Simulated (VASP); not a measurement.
# BaF2 (Fm-3m) in VASP: single point with PBEsol

Aim: the single point of BaF2 with PBEsol.

All numbers are computed with VASP 6.6.1; they aren't measurements. Logs are shortened: lines on timing, memory, paths and dates and some standing lists are left out, and cuts for length are marked.

## (1) The cell of the first run

It takes space group Fm-3m (No. 225, cubic). The conventional cell has a = 6.138 Å, b = 6.138 Å, c = 6.138 Å, α = 90.00°, β = 90.00°, γ = 90.00°. Within 3.5 Å of Ba (site symmetry m-3m) lie 8 F at 2.66 Å. F (site symmetry -43m) has 4 Ba at 2.66 Å and 6 F at 3.07 Å within 3.5 Å.

## (2) Single point, PBEsol

The input, INCAR:

```
PREC = Accurate
ENCUT = 1350
EDIFF = 1E-6
ISMEAR = -1
SIGMA = 0.02
LREAL = F
LASPH = T
NELM = 120
ALGO = Normal
ISIF = 2
LWAVE = F
LCHARG = F
GGA = PS
NBANDS = 19
GGA_COMPAT = F
```

The input, KPOINTS:

```
Automatic mesh
0
Gamma
  6 6 6
```

The input, POSCAR:

```
BaF2
1.0
    0.0000000000      3.0690431900      3.0690431900
    3.0690431900      0.0000000000      3.0690431900
    3.0690431900      3.0690431900      0.0000000000
Ba F
1 2
Direct
    0.0000000000      0.0000000000      0.0000000000
    0.7500000000      0.7500000000      0.7500000000
    0.2500000000      0.2500000000      0.2500000000
```

Potentials or basis: VASP PAW PBE potentials, release 64 (Ba_sv, F_h).

Command:

```
$ cat potpaw_PBE.64/Ba_sv/POTCAR potpaw_PBE.64/F_h/POTCAR > POTCAR
$ mpirun -np 1 vasp_std > vasp.out
```

OUTCAR:

```text
PREC = Accurate
   ENCUT = 1350
   EDIFF = 1E-6
   ISMEAR = -1
   LREAL = F
   LASPH = T
   NELM = 120
   ISIF = 2
   GGA = PS

 ion  position               nearest neighbor table
   1  0.000  0.000  0.000-   2 2.66   3 2.66   2 2.66   2 2.66   3 2.66   2 2.66   3 2.66   3 2.66

   2  0.750  0.750  0.750-   1 2.66   1 2.66   1 2.66   1 2.66
   3  0.250  0.250  0.250-   1 2.66   1 2.66   1 2.66   1 2.66

  LATTYP: Found a face centered cubic cell.
 ALAT       =     6.1380863800

  Lattice vectors:

 A1 = (   0.0000000000,   3.0690431900,   3.0690431900)
 A2 = (   3.0690431900,   0.0000000000,   3.0690431900)
 A3 = (   3.0690431900,   3.0690431900,   0.0000000000)

Analysis of symmetry for initial positions (statically):
=====================================================================
 Subroutine PRICEL returns:
 Original cell was already a primitive cell.

 Routine SETGRP: Setting up the symmetry group for a
 face centered cubic supercell.

 Subroutine GETGRP returns: Found 48 space group operations
 (whereof 48 operations were pure point group operations)
 out of a pool of 48 trial point group operations.

The static configuration has the point symmetry O_h .

Analysis of symmetry for dynamics (positions and initial velocities):
=====================================================================
 Subroutine PRICEL returns:
 Original cell was already a primitive cell.

 Routine SETGRP: Setting up the symmetry group for a
 face centered cubic supercell.

 Subroutine GETGRP returns: Found 48 space group operations
 (whereof 48 operations were pure point group operations)
 out of a pool of 48 trial point group operations.

The dynamic configuration has the point symmetry O_h .

 Subroutine INISYM returns: Found 48 space group operations
 (whereof 48 operations are pure point group operations),
 and found     1 'primitive' translations

----------------------------------------------------------------------------------------

                                     Primitive cell

  volume of cell :      57.8148

  direct lattice vectors                    reciprocal lattice vectors
     0.000000000  3.069043190  3.069043190    -0.162917225  0.162917225  0.162917225
     3.069043190  0.000000000  3.069043190     0.162917225 -0.162917225  0.162917225
     3.069043190  3.069043190  0.000000000     0.162917225  0.162917225 -0.162917225

  length of vectors
     4.340282503  4.340282503  4.340282503     0.282180911  0.282180911  0.282180911

  position of ions in fractional coordinates (direct lattice)
     0.000000000  0.000000000  0.000000000
     0.750000000  0.750000000  0.750000000
     0.250000000  0.250000000  0.250000000

  ion indices of the primitive-cell ions
   primitive index   ion index
                 1           1
                 2           2
                 3           3

----------------------------------------------------------------------------------------

 KPOINTS: Automatic mesh

Automatic generation of k-mesh.
 Grid dimensions read from file:
 generate k-points for:    6    6    6

 Generating k-lattice:

  Cartesian coordinates                     Fractional coordinates (reciprocal lattice)
    -0.027152871  0.027152871  0.027152871     0.166666667  0.000000000  0.000000000
     0.027152871 -0.027152871  0.027152871     0.000000000  0.166666667  0.000000000
     0.027152871  0.027152871 -0.027152871     0.000000000  0.000000000  0.166666667

  Length of vectors
     0.047030152  0.047030152  0.047030152

  Shift w.r.t. Gamma in fractional coordinates (k-lattice)
     0.000000000  0.000000000  0.000000000

 Subroutine IBZKPT returns following result:
 ===========================================

 Found     16 irreducible k-points:

 Following reciprocal coordinates:
            Coordinates               Weight
  0.000000  0.000000  0.000000      1.000000
  0.166667  0.000000  0.000000      8.000000
  0.333333  0.000000  0.000000      8.000000
  0.500000  0.000000  0.000000      4.000000
  0.166667  0.166667  0.000000      6.000000
  0.333333  0.166667  0.000000     24.000000
[... 8 lines left out ...]
 -0.333333  0.333333  0.166667     24.000000
 -0.333333  0.500000  0.166667     12.000000
   k-points           NKPTS =     16   k-points in BZ     NKDIM =     16   number of bands    NBANDS=     19
   number of dos      NEDOS =    301   number of ions     NIONS =      3
   total plane-waves  NPLWV = 157464
   dimension x,y,z NGX =    54 NGY =   54 NGZ =   54
   dimension x,y,z NGXF=   108 NGYF=  108 NGZF=  108
   ions per type =               1   2
   NGX,Y,Z   is equivalent  to a cutoff of  20.68, 20.68, 20.68 a.u.
   NGXF,Y,Z  is equivalent  to a cutoff of  41.37, 41.37, 41.37 a.u.
 SYSTEM =  unknown system
   PREC   = accura    normal or accurate (medium, high low for compatibility)
   ISTART =      0    job   : 0-new  1-cont  2-samecut
   ICHARG =      2    charge: 1-file 2-atom 10-const
   ISPIN  =      1    spin polarized calculation?
   LNONCOLLINEAR =      F non collinear calculations
   LSORBIT =      F    spin-orbit coupling
   LASPH  =      T    aspherical Exc in radial PAW
   ENCUT  = 1350.0 eV  99.22 Ry    9.96 a.u.  13.00 13.00 13.00*2*pi/ulx,y,z
   NELM   =    120;   NELMIN=  2; NELMDL= -5     # of ELM steps
   EDIFF  = 0.1E-05   stopping-criterion for ELM
   LREAL  =      F    real-space projection
   EDIFFG = 0.1E-04   stopping-criterion for IOM
   NSW    =      0    number of steps for IOM
   IBRION =     -1    ionic relax: 0-MD 1-quasi-New 2-CG
   NFREE  =      0    steps in history (QN), initial steepest desc. (CG)
   ISIF   =      2    stress and relaxation
   ISYM   =      2    0-nonsym 1-usesym 2-fastsym
   POTIM  = 0.5000    time-step for ionic-motion
   TEBEG  =    0.0;   TEEND  =   0.0 temperature during run
   PSTRESS=    0.0 pullay stress
   NELECT =      24.0000    total number of electrons
   NUPDOWN=      -1.0000    fix difference up-down
   EMIN   =  10.00;   EMAX   =-10.00  energy-range for DOS
   EFERMI =   0.00;   METHOD = LEGACY
   ISMEAR =    -1;   SIGMA  =   0.02  broadening in eV -4-tet -1-fermi 0-gaus
   EFERMI_NEDOS =   21; number of points for ismear=-14 and -15
   IALGO  =     38    algorithm
   IMIX   =      4    mixing-type and parameters
     AMIX     =   0.40;   BMIX     =  1.00
     AMIX_MAG =   1.60;   BMIX_MAG =  1.00
  volume/ion in A,a.u.               =      19.27       130.05
  Fermi-wavevector in a.u.,A,eV,Ry     =   1.221234  2.307798 20.291901  1.491413
  Thomas-Fermi vector in A             =   2.356424
   LORBIT       =      0    0 simple, 1 ext, 2 COOP (PROOUT), +10 PAW based schemes
   GGA     = PS    functional components
   LHFCALC =     F    Hartree Fock is set to
   AEXX    =    0.0000 exact exchange contribution
   IVDW    =     0    specifies the selected vdW correction
   LEPSILON=     F    determine dielectric tensor
   LRPA    =     F    only Hartree local field effects (RPA)
 non-spin polarized calculation
  energy-cutoff  :     1350.00
  volume of cell :       57.81
 maximum number of plane-waves:      6532
 NGX is ok and might be reduce to    54
   NGX = 25   NGY = 25   NGZ = 25

 number of electron      23.9999999 magnetization

 Free energy of the ion-electron system (eV)
  ---------------------------------------------------
  ext. energy  EPLUGINS =         0.00000000
  ---------------------------------------------------
  free energy    TOTEN  =       -17.64769290 eV

  energy without entropy =      -17.64769290  energy(sigma->0) =      -17.64769290

 E-fermi :  -1.2191     XC(G=0):  -9.0567

 val. band max:       -1.7844298622   @ k =  -0.1667   0.1667   0.0000
 cond. band min:       4.9886151889   @ k =   0.0000   0.0000   0.0000
 fundamental gap:      6.7730450511
 Fermi energy:        -1.2191235571

 k-point     1 :       0.0000    0.0000    0.0000
  band No.  band energies     occupation
      1     -24.7722      2.00000
      2     -20.6239      2.00000
      3     -20.5373      2.00000
      4      -9.5545      2.00000
      5      -9.5545      2.00000
      6      -9.5545      2.00000
[... 11 lines left out ...]
     18       9.8023      0.00000
     19      13.7690      0.00000

 k-point     2 :       0.1667    0.0000    0.0000
  band No.  band energies     occupation
      1     -24.7125      2.00000
      2     -20.6569      2.00000
      3     -20.6098      2.00000
      4      -9.6092      2.00000
      5      -9.6030      2.00000
      6      -9.6030      2.00000
[... 11 lines left out ...]
     18       9.8255      0.00000
     19      12.7137      0.00000

 k-point     3 :       0.3333    0.0000    0.0000
  band No.  band energies     occupation
      1     -24.5849      2.00000
      2     -20.8071      2.00000
      3     -20.6790      2.00000
      4      -9.6996      2.00000
      5      -9.6954      2.00000
      6      -9.6954      2.00000
[... 11 lines left out ...]
     18       9.9132      0.00000
     19      11.8449      0.00000

 k-point     4 :       0.5000    0.0000    0.0000
  band No.  band energies     occupation
      1     -24.5163      2.00000
      2     -20.8991      2.00000
      3     -20.7017      2.00000
      4      -9.7395      2.00000
      5      -9.7395      2.00000
      6      -9.7370      2.00000
[... 11 lines left out ...]
     18       9.9867      0.00000
     19      12.3486      0.00000

 k-point     5 :       0.1667    0.1667    0.0000
  band No.  band energies     occupation
      1     -24.6923      2.00000
      2     -20.6595      2.00000
      3     -20.6421      2.00000
      4      -9.6769      2.00000
      5      -9.6769      2.00000
      6      -9.5104      2.00000
[... 11 lines left out ...]
     18       9.9072      0.00000
     19      13.8322      0.00000

 k-point     6 :       0.3333    0.1667    0.0000
  band No.  band energies     occupation
      1     -24.5859      2.00000
      2     -20.7760      2.00000
      3     -20.7079      2.00000
      4      -9.7798      2.00000
      5      -9.7795      2.00000
      6      -9.5351      2.00000
[... 11 lines left out ...]
     18      10.0689      0.00000
     19      12.4775      0.00000

 k-point     7 :       0.5000    0.1667    0.0000
  band No.  band energies     occupation
      1     -24.4944      2.00000
      2     -20.8855      2.00000
      3     -20.7517      2.00000
      4      -9.8122      2.00000
      5      -9.8105      2.00000
      6      -9.6438      2.00000
[... 11 lines left out ...]
     18      10.4144      0.00000
     19      12.2624      0.00000

 k-point     8 :      -0.3333    0.1667    0.0000
  band No.  band energies     occupation
      1     -24.5177      2.00000
      2     -20.8500      2.00000
      3     -20.7489      2.00000
      4      -9.7538      2.00000
      5      -9.7420      2.00000
      6      -9.7303      2.00000
[... 11 lines left out ...]
     18      10.4962      0.00000
     19      12.2506      0.00000

 k-point     9 :      -0.1667    0.1667    0.0000
  band No.  band energies     occupation
      1     -24.6291      2.00000
      2     -20.7104      2.00000
      3     -20.7005      2.00000
      4      -9.7159      2.00000
      5      -9.6521      2.00000
      6      -9.6376      2.00000
[... 11 lines left out ...]
     18      10.0923      0.00000
     19      12.5245      0.00000

 k-point    10 :       0.3333    0.3333    0.0000
  band No.  band energies     occupation
      1     -24.5192      2.00000
      2     -20.8643      2.00000
      3     -20.7293      2.00000
      4      -9.9036      2.00000
      5      -9.9036      2.00000
      6      -9.4127      2.00000
[... 11 lines left out ...]
     18      10.1849      0.00000
     19      13.6688      0.00000

 k-point    11 :       0.5000    0.3333    0.0000
  band No.  band energies     occupation
      1     -24.4487      2.00000
      2     -20.9299      2.00000
      3     -20.7802      2.00000
      4      -9.9477      2.00000
      5      -9.9452      2.00000
      6      -9.4538      2.00000
[... 11 lines left out ...]
     18      11.3489      0.00000
     19      12.6929      0.00000

 k-point    12 :      -0.3333    0.3333    0.0000
  band No.  band energies     occupation
      1     -24.4482      2.00000
      2     -20.8811      2.00000
      3     -20.8320      2.00000
      4      -9.8785      2.00000
      5      -9.8678      2.00000
      6      -9.6097      2.00000
[... 11 lines left out ...]
     18      11.7103      0.00000
     19      13.0512      0.00000

 k-point    13 :       0.5000    0.5000    0.0000
  band No.  band energies     occupation
      1     -24.4247      2.00000
      2     -20.9832      2.00000
      3     -20.7636      2.00000
      4     -10.0092      2.00000
      5     -10.0092      2.00000
      6      -9.3587      2.00000
[... 11 lines left out ...]
     18      11.3091      0.00000
     19      13.3885      0.00000

 k-point    14 :       0.5000    0.3333    0.1667
  band No.  band energies     occupation
      1     -24.4955      2.00000
      2     -20.8541      2.00000
      3     -20.7808      2.00000
      4      -9.9017      2.00000
      5      -9.8011      2.00000
      6      -9.5670      2.00000
[... 11 lines left out ...]
     18      10.8419      0.00000
     19      12.8341      0.00000

 k-point    15 :      -0.3333    0.3333    0.1667
  band No.  band energies     occupation
      1     -24.4482      2.00000
      2     -20.8815      2.00000
      3     -20.8316      2.00000
      4      -9.9603      2.00000
      5      -9.6982      2.00000
      6      -9.6974      2.00000
[... 11 lines left out ...]
     18      11.7888      0.00000
     19      12.4426      0.00000

 k-point    16 :      -0.3333    0.5000    0.1667
  band No.  band energies     occupation
      1     -24.4246      2.00000
      2     -20.9300      2.00000
      3     -20.8202      2.00000
      4     -10.0248      2.00000
      5      -9.8464      2.00000
      6      -9.5212      2.00000
[... 11 lines left out ...]
     18      12.8781      0.00000
     19      13.1239      0.00000

------------------------ aborting loop because EDIFF is reached ----------------------------------------

  FORCE on cell =-STRESS in cart. coord.  units (eV):
  Direction    XX          YY          ZZ          XY          YZ          ZX
  --------------------------------------------------------------------------------------
  -------------------------------------------------------------------------------------
  Total        0.4169271      0.4169271      0.4169271     -0.0000000     -0.0000000      0.0000000
  in kB       11.5539816     11.5539816     11.5539816     -0.0000000     -0.0000000      0.0000000
  external PRESSURE =      11.5539816 kB  Pullay stress =       0.0000000 kB

 VOLUME and BASIS-vectors are now :
 -----------------------------------------------------------------------------
  energy-cutoff  :     1350.00
  volume of cell :       57.81
      direct lattice vectors                 reciprocal lattice vectors
     0.000000000  3.069043190  3.069043190    -0.162917225  0.162917225  0.162917225
     3.069043190  0.000000000  3.069043190     0.162917225 -0.162917225  0.162917225
     3.069043190  3.069043190  0.000000000     0.162917225  0.162917225 -0.162917225

 POSITION                                       TOTAL-FORCE (eV/Angst)
 -----------------------------------------------------------------------------------
      0.00000      0.00000      0.00000        -0.000000     -0.000000      0.000000
      4.60356      4.60356      4.60356         0.000000     -0.000000      0.000000
      1.53452      1.53452      1.53452        -0.000000      0.000000     -0.000000
 -----------------------------------------------------------------------------------
    total drift:                                0.000000      0.000000      0.000000

  FREE ENERGIE OF THE ION-ELECTRON SYSTEM (eV)
  ---------------------------------------------------
  free  energy   TOTEN  =       -17.6476928997 eV

  energy  without entropy=      -17.6476928997  energy(sigma->0) =      -17.64769290
```

Wall time 54 s (1 thread of AMD EPYC 7R13 (Zen 3), shared host); peak memory 0.39 GiB.

Results:

| Property | Result |
| --- | --- |
| Free energy | -17.6477 eV |
| Pressure | 1.2 GPa |
| Band gap on the k mesh | 6.77 eV (least direct gap 6.85 eV) |

Caveat: the PAW data sets were made with another functional, which shifts forces and pressure a little; spin-orbit coupling is left out, which moves the levels of the heavy elements. A k mesh can miss the band edges.
